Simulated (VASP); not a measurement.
# GaN (Fm-3m) in VASP: notebook

GaN is run at these levels: r2SCAN; tasks: single point.

All numbers are computed with VASP 6.6.1; they aren't measurements. Logs are shortened: lines on timing, memory, paths and dates and some standing lists are left out, and cuts for length are marked.

### 1 The cell of the first run

The structure is cubic, space group Fm-3m (No. 225). Conventional cell: a = 4.161 Å, b = 4.161 Å, c = 4.161 Å, α = 90.00°, β = 90.00°, γ = 90.00°. Ga (site symmetry m-3m) has 6 N at 2.08 Å within 2.8 Å. Within 2.8 Å of N (site symmetry m-3m) lie 6 Ga at 2.08 Å.

### 2 Single point, r2SCAN

Contents of POSCAR:

```
GaN
1.0
    0.0000000000      2.0804610554      2.0804610554
    2.0804610554      0.0000000000      2.0804610554
    2.0804610554      2.0804610554      0.0000000000
Ga N
1 1
Direct
    0.0000000000      0.0000000000      0.0000000000
    0.5000000000      0.5000000000      0.5000000000
```

Contents of INCAR.step1:

```
SYSTEM = GaN
PREC     = Accurate       ! precision mode
ENCUT    = 520            ! plane-wave cutoff, eV
ISMEAR   = 0              ! smearing method
SIGMA    = 0.01           ! smearing width, eV
LREAL    = .FALSE.        ! projectors in reciprocal space
LASPH    = .TRUE.         ! aspherical terms in the spheres
NELM     = 60             ! most SCF steps
NBANDS   = 16             ! bands
GGA      = PE             ! functional
ALGO     = Normal         ! electronic algorithm
EDIFF    = 1E-4           ! SCF threshold, eV
LWAVE    = .TRUE.         ! write WAVECAR
LCHARG   = .FALSE.        ! write CHGCAR
```

Contents of INCAR.step2:

```
SYSTEM = GaN
PREC     = Accurate       ! precision mode
ENCUT    = 520            ! plane-wave cutoff, eV
EDIFF    = 1E-6           ! SCF threshold, eV
ISMEAR   = 0              ! smearing method
SIGMA    = 0.01           ! smearing width, eV
LREAL    = .FALSE.        ! projectors in reciprocal space
LASPH    = .TRUE.         ! aspherical terms in the spheres
NELM     = 60             ! most SCF steps
ALGO     = Normal         ! electronic algorithm
ISIF     = 2              ! what is computed and relaxed
LWAVE    = .FALSE.        ! write WAVECAR
LCHARG   = .TRUE.         ! write CHGCAR
METAGGA  = R2SCAN         ! meta-GGA
LMIXTAU  = .TRUE.       
LELF     = .TRUE.         ! ELF
LVHAR    = .TRUE.       
NBANDS   = 16             ! bands
ISTART   = 1
```

Contents of KPOINTS:

```
Automatic mesh
0
G
  8 8 8
  0 0 0
```

Potentials or basis: VASP PAW PBE potentials, release 64 (Ga_d, N).

On the command line:

```
$ cat potpaw_PBE.64/Ga_d/POTCAR potpaw_PBE.64/N/POTCAR > POTCAR
$ cp INCAR.step1 INCAR
$ mpirun -np 1 vasp_std > vasp.out
$ cp INCAR.step2 INCAR
$ mpirun -np 1 vasp_std > vasp.out
```

OUTCAR:

```text
SYSTEM = GaN
   PREC = Accurate
   ENCUT = 520
   EDIFF = 1E-6
   ISMEAR = 0
   LREAL = .FALSE.
   LASPH = .TRUE.
   NELM = 60
   ISIF = 2
   METAGGA = R2SCAN
   ISTART = 1

 ion  position               nearest neighbor table
   1  0.000  0.000  0.000-   2 2.08   2 2.08   2 2.08   2 2.08   2 2.08   2 2.08
   2  0.500  0.500  0.500-   1 2.08   1 2.08   1 2.08   1 2.08   1 2.08   1 2.08

  LATTYP: Found a face centered cubic cell.
 ALAT       =     4.1609221108

  Lattice vectors:

 A1 = (   0.0000000000,   2.0804610554,   2.0804610554)
 A2 = (   2.0804610554,   0.0000000000,   2.0804610554)
 A3 = (   2.0804610554,   2.0804610554,   0.0000000000)

Analysis of symmetry for initial positions (statically):
=====================================================================
 Subroutine PRICEL returns:
 Original cell was already a primitive cell.

 Routine SETGRP: Setting up the symmetry group for a
 face centered cubic supercell.

 Subroutine GETGRP returns: Found 48 space group operations
 (whereof 48 operations were pure point group operations)
 out of a pool of 48 trial point group operations.

The static configuration has the point symmetry O_h .

Analysis of symmetry for dynamics (positions and initial velocities):
=====================================================================
 Subroutine PRICEL returns:
 Original cell was already a primitive cell.

 Routine SETGRP: Setting up the symmetry group for a
 face centered cubic supercell.

 Subroutine GETGRP returns: Found 48 space group operations
 (whereof 48 operations were pure point group operations)
 out of a pool of 48 trial point group operations.

The dynamic configuration has the point symmetry O_h .

 Subroutine INISYM returns: Found 48 space group operations
 (whereof 48 operations are pure point group operations),
 and found     1 'primitive' translations

----------------------------------------------------------------------------------------

                                     Primitive cell

  volume of cell :      18.0098

  direct lattice vectors                    reciprocal lattice vectors
     0.000000000  2.080461055  2.080461055    -0.240331343  0.240331343  0.240331343
     2.080461055  0.000000000  2.080461055     0.240331343 -0.240331343  0.240331343
     2.080461055  2.080461055  0.000000000     0.240331343  0.240331343 -0.240331343

  length of vectors
     2.942216241  2.942216241  2.942216241     0.416266097  0.416266097  0.416266097

  position of ions in fractional coordinates (direct lattice)
     0.000000000  0.000000000  0.000000000
     0.500000000  0.500000000  0.500000000

  ion indices of the primitive-cell ions
   primitive index   ion index
                 1           1
                 2           2

----------------------------------------------------------------------------------------

 KPOINTS: Automatic mesh

Automatic generation of k-mesh.
 Grid dimensions read from file:
 generate k-points for:    8    8    8

 Generating k-lattice:

  Cartesian coordinates                     Fractional coordinates (reciprocal lattice)
    -0.030041418  0.030041418  0.030041418     0.125000000  0.000000000  0.000000000
     0.030041418 -0.030041418  0.030041418     0.000000000  0.125000000  0.000000000
     0.030041418  0.030041418 -0.030041418     0.000000000  0.000000000  0.125000000

  Length of vectors
     0.052033262  0.052033262  0.052033262

  Shift w.r.t. Gamma in fractional coordinates (k-lattice)
     0.000000000  0.000000000  0.000000000

 Subroutine IBZKPT returns following result:
 ===========================================

 Found     29 irreducible k-points:

 Following reciprocal coordinates:
            Coordinates               Weight
  0.000000  0.000000  0.000000      1.000000
  0.125000  0.000000  0.000000      8.000000
  0.250000  0.000000  0.000000      8.000000
  0.375000  0.000000  0.000000      8.000000
  0.500000  0.000000  0.000000      4.000000
  0.125000  0.125000  0.000000      6.000000
[... 16 lines left out ...]
  0.500000  0.250000  0.125000     48.000000
 -0.375000  0.250000  0.125000     24.000000
 [... further k-points ...]
   k-points           NKPTS =     29   k-points in BZ     NKDIM =     29   number of bands    NBANDS=     16
   number of dos      NEDOS =    301   number of ions     NIONS =      2
   total plane-waves  NPLWV =  13824
   dimension x,y,z NGX =    24 NGY =   24 NGZ =   24
   dimension x,y,z NGXF=    48 NGYF=   48 NGZF=   48
   ions per type =               1   1
   NGX,Y,Z   is equivalent  to a cutoff of  13.56, 13.56, 13.56 a.u.
   NGXF,Y,Z  is equivalent  to a cutoff of  27.12, 27.12, 27.12 a.u.
 SYSTEM =  GaN
   PREC   = accura    normal or accurate (medium, high low for compatibility)
   ISTART =      1    job   : 0-new  1-cont  2-samecut
   ICHARG =      0    charge: 1-file 2-atom 10-const
   ISPIN  =      1    spin polarized calculation?
   LNONCOLLINEAR =      F non collinear calculations
   LSORBIT =      F    spin-orbit coupling
   LASPH  =      T    aspherical Exc in radial PAW
   ENCUT  =  520.0 eV  38.22 Ry    6.18 a.u.   5.47  5.47  5.47*2*pi/ulx,y,z
   NELM   =     60;   NELMIN=  2; NELMDL=  0     # of ELM steps
   EDIFF  = 0.1E-05   stopping-criterion for ELM
   LREAL  =      F    real-space projection
   EDIFFG = 0.1E-04   stopping-criterion for IOM
   NSW    =      0    number of steps for IOM
   IBRION =     -1    ionic relax: 0-MD 1-quasi-New 2-CG
   NFREE  =      0    steps in history (QN), initial steepest desc. (CG)
   ISIF   =      2    stress and relaxation
   ISYM   =      2    0-nonsym 1-usesym 2-fastsym
   POTIM  = 0.5000    time-step for ionic-motion
   TEBEG  =    0.0;   TEEND  =   0.0 temperature during run
   PSTRESS=    0.0 pullay stress
   NELECT =      18.0000    total number of electrons
   NUPDOWN=      -1.0000    fix difference up-down
   EMIN   =  10.00;   EMAX   =-10.00  energy-range for DOS
   EFERMI =   0.00;   METHOD = LEGACY
   ISMEAR =     0;   SIGMA  =   0.01  broadening in eV -4-tet -1-fermi 0-gaus
   EFERMI_NEDOS =   21; number of points for ismear=-14 and -15
   IALGO  =     38    algorithm
   IMIX   =      4    mixing-type and parameters
     AMIX     =   0.40;   BMIX     =  1.00
     AMIX_MAG =   1.60;   BMIX_MAG =  1.00
  volume/ion in A,a.u.               =       9.00        60.77
  Fermi-wavevector in a.u.,A,eV,Ry     =   1.636802  3.093107 36.451639  2.679120
  Thomas-Fermi vector in A             =   2.728048
   LORBIT       =      0    0 simple, 1 ext, 2 COOP (PROOUT), +10 PAW based schemes
   METAGGA = R2SCAN    functional components
   LHFCALC =     F    Hartree Fock is set to
   AEXX    =    0.0000 exact exchange contribution
   IVDW    =     0    specifies the selected vdW correction
   LEPSILON=     F    determine dielectric tensor
   LRPA    =     F    only Hartree local field effects (RPA)
 non-spin polarized calculation
 Gauss-broadening in eV      SIGMA  =   0.01
  energy-cutoff  :      520.00
  volume of cell :       18.01
 maximum number of plane-waves:       531
 NGX is ok and might be reduce to    24
   NGX = 11   NGY = 11   NGZ = 11

 number of electron      17.9999995 magnetization

 Free energy of the ion-electron system (eV)
  ---------------------------------------------------
  ext. energy  EPLUGINS =         0.00000000
  ---------------------------------------------------
  free energy    TOTEN  =       -20.94407211 eV

  energy without entropy =      -20.94407211  energy(sigma->0) =      -20.94407211

 E-fermi :   8.4039     XC(G=0): -14.4811

 val. band max:        8.2400057967   @ k =  -0.2500   0.1250   0.0000
 cond. band min:       9.6851004625   @ k =   0.5000   0.5000   0.0000
 fundamental gap:      1.4450946658
 Fermi energy:         8.4039073302

 k-point     1 :       0.0000    0.0000    0.0000
  band No.  band energies     occupation
      1     -10.2921      2.00000
      2      -6.1026      2.00000
      3      -6.1026      2.00000
      4      -6.1026      2.00000
      5      -6.0243      2.00000
      6      -6.0243      2.00000
[... 8 lines left out ...]
     15      25.9045      0.00000
     16      25.9045      0.00000

 k-point     2 :       0.1250    0.0000    0.0000
  band No.  band energies     occupation
      1      -9.9718      2.00000
      2      -6.1174      2.00000
      3      -6.0986      2.00000
      4      -6.0985      2.00000
      5      -6.0377      2.00000
      6      -6.0376      2.00000
[... 8 lines left out ...]
     15      25.7108      0.00000
     16      25.7109      0.00000

 k-point     3 :       0.2500    0.0000    0.0000
  band No.  band energies     occupation
      1      -9.0670      2.00000
      2      -6.1861      2.00000
      3      -6.1861      2.00000
      4      -6.1584      2.00000
      5      -5.9706      2.00000
      6      -5.9705      2.00000
[... 8 lines left out ...]
     15      27.4186      0.00000
     16      27.4188      0.00000

 k-point     4 :       0.3750    0.0000    0.0000
  band No.  band energies     occupation
      1      -7.8190      2.00000
      2      -6.2857      2.00000
      3      -6.2856      2.00000
      4      -6.2348      2.00000
      5      -5.8888      2.00000
      6      -5.8888      2.00000
[... 8 lines left out ...]
     15      30.3608      0.00000
     16      30.3609      0.00000
[... 324 lines left out ...]
 k-point    22 :       0.3750    0.2500    0.1250
  band No.  band energies     occupation
      1      -8.5706      2.00000
      2      -6.1793      2.00000
      3      -6.1520      2.00000
      4      -6.1017      2.00000
      5      -5.9638      2.00000
      6      -5.7596      2.00000
[... 8 lines left out ...]
     15      31.2332      0.00000
     16      31.6001      0.00000

 k-point    23 :       0.5000    0.2500    0.1250
  band No.  band energies     occupation
      1      -7.9435      2.00000
      2      -6.2216      2.00000
      3      -6.1637      2.00000
      4      -6.0829      2.00000
      5      -5.8831      2.00000
      6      -5.2496      2.00000
[... 8 lines left out ...]
     15      31.3154      0.00000
     16      32.7430      0.00000

 k-point    24 :      -0.3750    0.2500    0.1250
  band No.  band energies     occupation
      1      -7.7219      2.00000
      2      -6.2601      2.00000
      3      -6.1695      2.00000
      4      -6.0610      2.00000
      5      -5.8473      2.00000
      6      -4.7788      2.00000
[... 8 lines left out ...]
     15      28.7770      0.00000
     16      33.6746      0.00000

 [... further k-points ...]

------------------------ aborting loop because EDIFF is reached ----------------------------------------

  FORCE on cell =-STRESS in cart. coord.  units (eV):
  Direction    XX          YY          ZZ          XY          YZ          ZX
  --------------------------------------------------------------------------------------
  -------------------------------------------------------------------------------------
  Total        1.3729417      1.3729417      1.3729417     -0.0000000     -0.0000000      0.0000000
  in kB      122.1388711    122.1388711    122.1388711     -0.0000000     -0.0000000      0.0000000
  external PRESSURE =     122.1388711 kB  Pullay stress =       0.0000000 kB

 VOLUME and BASIS-vectors are now :
 -----------------------------------------------------------------------------
  energy-cutoff  :      520.00
  volume of cell :       18.01
      direct lattice vectors                 reciprocal lattice vectors
     0.000000000  2.080461055  2.080461055    -0.240331343  0.240331343  0.240331343
     2.080461055  0.000000000  2.080461055     0.240331343 -0.240331343  0.240331343
     2.080461055  2.080461055  0.000000000     0.240331343  0.240331343 -0.240331343

 POSITION                                       TOTAL-FORCE (eV/Angst)
 -----------------------------------------------------------------------------------
      0.00000      0.00000      0.00000         0.000000     -0.000000     -0.000000
      2.08046      2.08046      2.08046        -0.000000      0.000000      0.000000
 -----------------------------------------------------------------------------------
    total drift:                                0.000000     -0.000000     -0.000000

  FREE ENERGIE OF THE ION-ELECTRON SYSTEM (eV)
  ---------------------------------------------------
  free  energy   TOTEN  =       -20.9440721079 eV

  energy  without entropy=      -20.9440721079  energy(sigma->0) =      -20.94407211
```

It took 35 s on 1 thread of AMD EPYC 7R13 (Zen 3), shared host; peak memory 0.12 GiB.

What came out:

- Free energy: -20.9441 eV
- Pressure: 12.2 GPa
- Band gap on the k mesh: 1.45 eV, indirect (least direct gap 3.95 eV)

Levels at points of the mesh, in eV from the valence-band top:
```tsv
k point	band 6	band 7	band 8	band 9	band 10	band 11	band 12	band 13
(0.00, 0.00, 0.00)	-14.26	-0.56	-0.56	-0.56	3.39	15.76	15.76	15.76
(0.50, 0.00, 0.00)	-14.09	-8.59	-0.16	-0.16	5.60	10.12	10.12	11.01
(0.50, 0.50, 0.00)	-11.40	-7.58	-3.28	-3.28	1.45	8.58	13.58	16.34
```

Caveat: the PAW data sets were made with another functional, which shifts forces and pressure a little. A k mesh can miss the band edges.

(Continued in part 2 of 2.)
